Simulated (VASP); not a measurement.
SrO: electric field gradients with LDA

SrO:

```
CELL_PARAMETERS angstrom
0.05140 2.59550 2.59550
2.59550 0.05140 2.59550
2.59550 2.59550 0.05140
ATOMIC_POSITIONS crystal
Sr 0.00000 0.00000 0.00000
O 0.50000 0.50000 0.50000
```

This cell differs from its parent crystal: equal xy, yz and zx shear strains of +2 %.

- Program: VASP 6.6.1
- Task: electric field gradients
- Functional: LDA
- Potentials or basis: VASP PAW LDA potentials, release 64 (Sr_sv, O)
- Cutoff: 520 eV
- k mesh: 8 × 8 × 8
- Occupations: fermi-dirac, width 0.02 eV
- Spin: no spin polarisation
- Dipole correction: no
- Further INCAR settings: ALGO = Normal; EDIFF = 1e-08; NBANDS = 15

```
Pressure               : -3.5 GPa
Band gap on the k mesh : 3.07 eV, indirect (least direct gap 3.15 eV)
```

Stress tensor (GPa, compression positive):
```
-3.50 -1.19 -1.19
-1.19 -3.50 -1.19
-1.19 -1.19 -3.50
```

Levels at points of the mesh, in eV from the valence-band top:
| k point | band 5 | band 6 | band 7 | band 8 | band 9 | band 10 | band 11 | band 12 |
| --- | --- | --- | --- | --- | --- | --- | --- | --- |
| (0.00, 0.00, 0.00) | -13.83 | -0.07 | 0.00 | 0.00 | 3.78 | 5.85 | 6.20 | 6.20 |
| (0.50, 0.00, 0.00) | -12.56 | -2.27 | -1.29 | -1.15 | 6.43 | 8.27 | 8.66 | 9.03 |
| (0.50, 0.50, 0.00) | -14.20 | -0.45 | -0.13 | -0.08 | 3.07 | 7.73 | 10.15 | 10.17 |
| (0.50, 0.50, 0.50) | -12.47 | -2.27 | -1.10 | -1.10 | 6.34 | 8.22 | 8.65 | 8.65 |

Electric field gradients, principal values (V/Å²):
| atom | least | middle | greatest (by size) |
| --- | --- | --- | --- |
| 1 Sr | 7.629 | 7.629 | -15.258 |
| 2 O | -1.074 | -1.074 | 2.148 |

Run time: 33 s on 1 thread of AMD EPYC 7R43 64-Core Processor (Zen 3) (shared host), peak memory 0.13 GiB.

Caveat: the cell differs from its parent crystal (equal xy, yz and zx shear strains of +2 %); without QUAD_EFG the Cq values of the log hold for a quadrupole moment of 1 mb, not for the nuclei. A k mesh can miss the band edges.
